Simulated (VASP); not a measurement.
# ZrC (Fm-3m) in VASP: single point with LDA

Aim: the single point of ZrC with LDA.

All numbers are computed with VASP 6.6.1; they aren't measurements. Logs are shortened: lines on timing, memory, paths and dates and some standing lists are left out, and cuts for length are marked.

## (1) The cell of the first run

It takes space group Fm-3m (No. 225, cubic). The conventional cell has a = 4.709 Å, b = 4.709 Å, c = 4.709 Å, α = 90.00°, β = 90.00°, γ = 90.00°. Within 3.1 Å of Zr (site symmetry m-3m) lie 6 C at 2.35 Å. C (site symmetry m-3m) has 6 Zr at 2.35 Å within 3.1 Å.

## (2) Single point, LDA

POSCAR

```
ZrC
1.0
    0.0000000000      2.3543976075      2.3543976075
    2.3543976075      0.0000000000      2.3543976075
    2.3543976075      2.3543976075      0.0000000000
Zr C
1 1
Direct
    0.5000000000      0.5000000000      0.5000000000
    0.0000000000      0.0000000000      0.0000000000
```

INCAR.step1

```
PREC = Accurate
ENCUT = 520
EDIFF = 1E-6
ISMEAR = 0
SIGMA = 0.1
LREAL = False
LASPH = True
NELM = 100
ALGO = Normal
ISIF = 2
LWAVE = False
LCHARG = True
LMAXMIX = 4
GGA = CA
NBANDS = 15
```

KPOINTS.step1

```
Automatic mesh
0
Gamma
  16 16 16
```

INCAR.step2

```
PREC = Accurate
ENCUT = 520
EDIFF = 1E-6
ISMEAR = -5
SIGMA = 0.1
LREAL = False
LASPH = True
NELM = 100
ALGO = Normal
ISIF = 2
LWAVE = False
LCHARG = False
LMAXMIX = 4
GGA = CA
LORBIT = 11
NBANDS = 15
NEDOS = 2001
ICHARG = 11
```

KPOINTS.step2

```
Automatic mesh
0
Gamma
  24 24 24
```

Potentials or basis: VASP PAW LDA potentials, release 64 (Zr_sv, C).

Run with:

```bash
cat potpaw_LDA.64/Zr_sv/POTCAR potpaw_LDA.64/C/POTCAR > POTCAR
cp INCAR.step1 INCAR
cp KPOINTS.step1 KPOINTS
mpirun -np 1 vasp_std > vasp.out
cp INCAR.step2 INCAR
cp KPOINTS.step2 KPOINTS
mpirun -np 1 vasp_std > vasp.out
```

OUTCAR:

```text
PREC = Accurate
   ENCUT = 520
   EDIFF = 1E-6
   ISMEAR = -5
   LREAL = False
   LASPH = True
   NELM = 100
   ISIF = 2
   GGA = CA
   LORBIT = 11
   ICHARG = 11

 ion  position               nearest neighbor table
   1  0.500  0.500  0.500-   2 2.35   2 2.35   2 2.35   2 2.35   2 2.35   2 2.35
   2  0.000  0.000  0.000-   1 2.35   1 2.35   1 2.35   1 2.35   1 2.35   1 2.35

  LATTYP: Found a face centered cubic cell.
 ALAT       =     4.7087952150

  Lattice vectors:

 A1 = (   0.0000000000,   2.3543976075,   2.3543976075)
 A2 = (   2.3543976075,   0.0000000000,   2.3543976075)
 A3 = (   2.3543976075,   2.3543976075,   0.0000000000)

Analysis of symmetry for initial positions (statically):
=====================================================================
 Subroutine PRICEL returns:
 Original cell was already a primitive cell.

 Routine SETGRP: Setting up the symmetry group for a
 face centered cubic supercell.

 Subroutine GETGRP returns: Found 48 space group operations
 (whereof 48 operations were pure point group operations)
 out of a pool of 48 trial point group operations.

The static configuration has the point symmetry O_h .

Analysis of symmetry for dynamics (positions and initial velocities):
=====================================================================
 Subroutine PRICEL returns:
 Original cell was already a primitive cell.

 Routine SETGRP: Setting up the symmetry group for a
 face centered cubic supercell.

 Subroutine GETGRP returns: Found 48 space group operations
 (whereof 48 operations were pure point group operations)
 out of a pool of 48 trial point group operations.

The dynamic configuration has the point symmetry O_h .

 Subroutine INISYM returns: Found 48 space group operations
 (whereof 48 operations are pure point group operations),
 and found     1 'primitive' translations

----------------------------------------------------------------------------------------

                                     Primitive cell

  volume of cell :      26.1017

  direct lattice vectors                    reciprocal lattice vectors
     0.000000000  2.354397608  2.354397608    -0.212368547  0.212368547  0.212368547
     2.354397608  0.000000000  2.354397608     0.212368547 -0.212368547  0.212368547
     2.354397608  2.354397608  0.000000000     0.212368547  0.212368547 -0.212368547

  length of vectors
     3.329621028  3.329621028  3.329621028     0.367833114  0.367833114  0.367833114

  position of ions in fractional coordinates (direct lattice)
     0.500000000  0.500000000  0.500000000
     0.000000000  0.000000000  0.000000000

  ion indices of the primitive-cell ions
   primitive index   ion index
                 1           1
                 2           2

----------------------------------------------------------------------------------------

 KPOINTS: Automatic mesh

Automatic generation of k-mesh.
 Grid dimensions read from file:
 generate k-points for:   24   24   24

 Generating k-lattice:

  Cartesian coordinates                     Fractional coordinates (reciprocal lattice)
    -0.008848689  0.008848689  0.008848689     0.041666667  0.000000000  0.000000000
     0.008848689 -0.008848689  0.008848689     0.000000000  0.041666667  0.000000000
     0.008848689  0.008848689 -0.008848689     0.000000000  0.000000000  0.041666667

  Length of vectors
     0.015326380  0.015326380  0.015326380

  Shift w.r.t. Gamma in fractional coordinates (k-lattice)
     0.000000000  0.000000000  0.000000000

 TETIRR: Found   1864 inequivalent tetrahedra from    82944

 Subroutine IBZKPT returns following result:
 ===========================================

 Found    413 irreducible k-points:

 Following reciprocal coordinates:
            Coordinates               Weight
  0.000000  0.000000  0.000000      1.000000
  0.041667  0.000000  0.000000      8.000000
  0.083333  0.000000  0.000000      8.000000
  0.125000  0.000000  0.000000      8.000000
  0.166667  0.000000  0.000000      8.000000
  0.208333  0.000000  0.000000      8.000000
[... 16 lines left out ...]
  0.416667  0.041667  0.000000     24.000000
  0.458333  0.041667  0.000000     24.000000
 [... further k-points ...]
   k-points           NKPTS =    413   k-points in BZ     NKDIM =    413   number of bands    NBANDS=     15
   number of dos      NEDOS =   2001   number of ions     NIONS =      2
   total plane-waves  NPLWV =  21952
   dimension x,y,z NGX =    28 NGY =   28 NGZ =   28
   dimension x,y,z NGXF=    56 NGYF=   56 NGZF=   56
   ions per type =               1   1
   NGX,Y,Z   is equivalent  to a cutoff of  13.98, 13.98, 13.98 a.u.
   NGXF,Y,Z  is equivalent  to a cutoff of  27.96, 27.96, 27.96 a.u.
 SYSTEM =  unknown system
   PREC   = accura    normal or accurate (medium, high low for compatibility)
   ISTART =      0    job   : 0-new  1-cont  2-samecut
   ICHARG =     11    charge: 1-file 2-atom 10-const
   ISPIN  =      1    spin polarized calculation?
   LNONCOLLINEAR =      F non collinear calculations
   LSORBIT =      F    spin-orbit coupling
   LASPH  =      T    aspherical Exc in radial PAW
   ENCUT  =  520.0 eV  38.22 Ry    6.18 a.u.   6.19  6.19  6.19*2*pi/ulx,y,z
   NELM   =    100;   NELMIN=  2; NELMDL=  0     # of ELM steps
   EDIFF  = 0.1E-05   stopping-criterion for ELM
   LREAL  =      F    real-space projection
   EDIFFG = 0.1E-04   stopping-criterion for IOM
   NSW    =      0    number of steps for IOM
   IBRION =     -1    ionic relax: 0-MD 1-quasi-New 2-CG
   NFREE  =      0    steps in history (QN), initial steepest desc. (CG)
   ISIF   =      2    stress and relaxation
   ISYM   =      2    0-nonsym 1-usesym 2-fastsym
   POTIM  = 0.5000    time-step for ionic-motion
   TEBEG  =    0.0;   TEEND  =   0.0 temperature during run
   PSTRESS=    0.0 pullay stress
   NELECT =      16.0000    total number of electrons
   NUPDOWN=      -1.0000    fix difference up-down
   EMIN   =  10.00;   EMAX   =-10.00  energy-range for DOS
   EFERMI =   0.00;   METHOD = LEGACY
   ISMEAR =    -5;   SIGMA  =   0.10  broadening in eV -4-tet -1-fermi 0-gaus
   EFERMI_NEDOS =   21; number of points for ismear=-14 and -15
   IALGO  =     38    algorithm
   IMIX   =      4    mixing-type and parameters
     AMIX     =   0.40;   BMIX     =  1.00
     AMIX_MAG =   1.60;   BMIX_MAG =  1.00
  volume/ion in A,a.u.               =      13.05        88.07
  Fermi-wavevector in a.u.,A,eV,Ry     =   1.390673  2.627991 26.313278  1.933971
  Thomas-Fermi vector in A             =   2.514585
   LORBIT       =     11    0 simple, 1 ext, 2 COOP (PROOUT), +10 PAW based schemes
   GGA     = CA    functional components
   LHFCALC =     F    Hartree Fock is set to
   AEXX    =    0.0000 exact exchange contribution
   IVDW    =     0    specifies the selected vdW correction
   LEPSILON=     F    determine dielectric tensor
   LRPA    =     F    only Hartree local field effects (RPA)
 non-spin polarized calculation
 Fermi weights with tetrahedron method with Bloechl corrections
  energy-cutoff  :      520.00
  volume of cell :       26.10
 maximum number of plane-waves:       725
 NGX is ok and might be reduce to    28

 number of electron      16.0000000 magnetization

 Free energy of the ion-electron system (eV)
  ---------------------------------------------------
  ext. energy  EPLUGINS =         0.00000000
  ---------------------------------------------------
  free energy    TOTEN  =       -21.24793910 eV

  energy without entropy =      -21.24793910  energy(sigma->0) =      -21.24793910

 E-fermi :   9.3994     XC(G=0): -12.3326

 val. band max:        9.4260179843   @ k =   0.4583   0.4583   0.0000
 cond. band min:       9.4260182547   @ k =   0.4583   0.4583   0.0000
 fundamental gap:      0.0000002704
 Fermi energy:         9.3994017919

 k-point     1 :       0.0000    0.0000    0.0000
  band No.  band energies     occupation
      1     -38.4388      2.00000
      2     -16.3022      2.00000
      3     -16.3022      2.00000
      4     -16.3022      2.00000
      5      -1.7498      2.00000
      6      10.3245      0.00000
      7      10.3245      0.00000
      8      10.3245      0.00000
      9      10.4174      0.00000
     10      10.4174      0.00000
     11      10.4174      0.00000
     12      12.1645      0.00000
     13      12.1645      0.00000
     14      16.7145      0.00000
     15      19.8346      0.00000

 k-point     2 :       0.0417    0.0000    0.0000
  band No.  band energies     occupation
      1     -38.4371      2.00000
      2     -16.3179      2.00000
      3     -16.3036      2.00000
      4     -16.3036      2.00000
      5      -1.7097      2.00000
      6       9.8502     -0.24630
      7      10.0071      0.00000
      8      10.0071      0.00000
      9      10.5657      0.00000
     10      10.5657      0.00000
     11      10.8015      0.00000
     12      12.4153      0.00000
     13      12.4153      0.00000
     14      16.7996      0.00000
     15      19.9442      0.00000
[... 365 lines left out ...]
      3     -16.3843      2.00000
      4     -16.3782      2.00000
      5       0.8928      2.00000
      6       4.6788      2.00000
      7       6.6157      2.00000
      8       6.7211      2.00000
      9      12.9790      0.00000
     10      13.5569      0.00000
     11      13.8463      0.00000
     12      17.1606      0.00000
     13      18.3795      0.00000
     14      19.0233      0.00000
     15      23.1185      0.00000

 k-point    24 :       0.4583    0.0417    0.0000
  band No.  band energies     occupation
      1     -38.3389      2.00000
      2     -17.1269      2.00000
      3     -16.3863      2.00000
      4     -16.3858      2.00000
      5       1.1739      2.00000
      6       4.3360      2.00000
      7       6.5180      2.00000
      8       6.5784      2.00000
      9      13.3755      0.00000
     10      13.7711      0.00000
     11      14.2799      0.00000
     12      16.5485      0.00000
     13      18.9251      0.00000
     14      19.3529      0.00000
     15      22.6096      0.00000

 [... further k-points ...]

------------------------ aborting loop because EDIFF is reached ----------------------------------------

  FORCE on cell =-STRESS in cart. coord.  units (eV):
  Direction    XX          YY          ZZ          XY          YZ          ZX
  --------------------------------------------------------------------------------------
  -------------------------------------------------------------------------------------
  Total       -1.5004258     -1.5004258     -1.5004258     -0.0000000     -0.0000000     -0.0000000
  in kB      -92.0991636    -92.0991636    -92.0991636     -0.0000000     -0.0000000     -0.0000000
  external PRESSURE =     -92.0991636 kB  Pullay stress =       0.0000000 kB

 VOLUME and BASIS-vectors are now :
 -----------------------------------------------------------------------------
  energy-cutoff  :      520.00
  volume of cell :       26.10
      direct lattice vectors                 reciprocal lattice vectors
     0.000000000  2.354397608  2.354397608    -0.212368547  0.212368547  0.212368547
     2.354397608  0.000000000  2.354397608     0.212368547 -0.212368547  0.212368547
     2.354397608  2.354397608  0.000000000     0.212368547  0.212368547 -0.212368547

 POSITION                                       TOTAL-FORCE (eV/Angst)
 -----------------------------------------------------------------------------------
      2.35440      2.35440      2.35440        -0.000000      0.000000      0.000000
      0.00000      0.00000      0.00000         0.000000     -0.000000     -0.000000
 -----------------------------------------------------------------------------------
    total drift:                                0.000000      0.000000      0.000000

  FREE ENERGIE OF THE ION-ELECTRON SYSTEM (eV)
  ---------------------------------------------------
  free  energy   TOTEN  =       -21.2479390988 eV

  energy  without entropy=      -21.2479390988  energy(sigma->0) =      -21.24793910

 total charge

# of ion       s       p       d       tot
------------------------------------------
    1        2.177   6.041   1.644   9.862
    2        0.875   1.470   0.000   2.346
--------------------------------------------------
tot          3.053   7.512   1.644  12.208
```

Wall time 3.2 min (1 thread of Intel Xeon 8259CL, shared host); peak memory 0.28 GiB.

What came out:

```
Valence electrons inside the program's atomic spheres : Zr 9.86; C 2.35
```

Levels at points of the mesh, in eV from the Fermi level:
```tsv
k point	band 5	band 6	band 7	band 8	band 9	band 10	band 11	band 12
(0.00, 0.00, 0.00)	-11.15	0.93	0.93	0.93	1.02	1.02	1.02	2.77
(0.50, 0.00, 0.00)	-8.03	-5.30	-2.93	-2.93	4.41	4.41	5.24	6.52
(0.50, 0.50, 0.00)	-9.96	-2.04	-1.81	0.06	0.06	4.41	5.57	5.57
```

Caveat: tetrahedron occupations give inexact forces and stress in metals.
